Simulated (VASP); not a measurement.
Wanted: the native input for a VASP 6.6.1 run.

- Task: single point
- Functional: PBE
- Potentials or basis: VASP PAW PBE potentials, release 64 (As, Se)
- Cutoff: 520 eV
- k mesh: 4 × 4 × 4
- Occupations: gaussian, width 0.1 eV
- Spin: no spin polarisation
- Dipole correction: no
- Further INCAR settings: ALGO = Normal; EDIFF = 1e-06; NBANDS = 33

The structure of AsSe3 lies in POSCAR:

```
AsSe3
1.0
    0.0000000000      4.9939142000      4.9939142000
    4.9939142000      0.0000000000      4.9939142000
    4.9939142000      4.9939142000      0.0000000000
As Se
2 6
Direct
    0.0000000000      0.0000000000      0.0000000000
    0.5000000000      0.5000000000      0.5000000000
    0.7240000100      0.2759999900      0.2759999900
    0.2759999900      0.7240000100      0.2759999900
    0.2759999900      0.7240000100      0.7240000100
    0.7240000100      0.2759999900      0.7240000100
    0.2759999900      0.2759999900      0.7240000100
    0.7240000100      0.7240000100      0.2759999900
```

The cell was built from a structure type or drawn by symmetry, and may not be a known phase.

The input as run:

INCAR

```
PREC     = Accurate       # precision mode
ENCUT    = 520            # plane-wave cutoff, eV
EDIFF    = 1E-6           # SCF threshold, eV
ISMEAR   = 0              # smearing method
SIGMA    = 0.1            # smearing width, eV
LREAL    = False          # projectors in reciprocal space
LASPH    = True           # aspherical terms in the spheres
NELM     = 60             # most SCF steps
ALGO     = Normal         # electronic algorithm
ISIF     = 2              # what is computed and relaxed
LWAVE    = False          # write WAVECAR
LCHARG   = False          # write CHGCAR
GGA      = PE             # functional
NBANDS   = 33             # bands
```

KPOINTS

```
Automatic mesh
0
Gamma
  4 4 4
```

Potentials or basis: VASP PAW PBE potentials, release 64 (As, Se).

The run is started by

```sh
$ cat potpaw_PBE.64/As/POTCAR potpaw_PBE.64/Se/POTCAR > POTCAR
$ mpirun -np 1 vasp_std > vasp.out
```

Results of the run:

| Quantity | Value |
| --- | --- |
| Pressure | 8.8 GPa |
| Largest force | 3.434 eV/Å |
| Band gap on the k mesh | zero (bands 23 and 24 overlap by 0.58 eV) |

Caveat: the cell stands under pressure; forces of over 1 eV/Å act on the atoms, so gaps and moduli don't describe the material at rest.

It took 77 s on 1 thread of AMD EPYC 7R13 Processor (Zen 3), on a shared host, peak memory 0.38 GiB.
